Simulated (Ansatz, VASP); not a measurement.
# AlNi: VASP beside Ansatz

```
Al Ni
1.0
     1.93869   -1.95319    0.00000
     1.93869    1.95319    0.00000
     0.00000    0.00000    3.09943
Al Ni
1 1
Direct
  0.00000 0.00000 0.00000
  0.50000 0.50000 0.50000
```

Alike in both runs: task single point; functional r2SCAN; k mesh 16 × 16 × 14; occupations gaussian, width 0.1 eV; no spin polarisation.

|  | VASP | Ansatz |
| --- | --- | --- |
| version | VASP 6.6.1 | Ansatz 0.2.0 |
| potentials or method | VASP PAW PBE potentials, release 64 (Al, Ni), cutoff 520 eV | scalar-relativistic, plane waves, PAW |
| valence electrons in the cell | 13 | 21 |

VASP gave:

| Item | Value |
| --- | --- |
| gap on the k mesh at the Fermi level (eV) | none |
| pressure (GPa) | 0.4 |
| traceless stress, the component that is largest in VASP (GPa) | -4.78 |

**Question.** Which values does Ansatz return?

**Answer.** gap on the k mesh at the Fermi level (eV): none; pressure (GPa): 0.6; traceless stress, the component that is largest in VASP (GPa): -4.63.

VASP's potentials were made for PBE, not for r2SCAN. A gap of «none» marks a metal or a gap that the smearing closes. The functional is the same, so the differences come from potentials, cutoffs and numerics. VASP's potentials hold 13 valence electrons a cell and Ansatz's 21, so a difference there can come from the potentials and not from the codes.
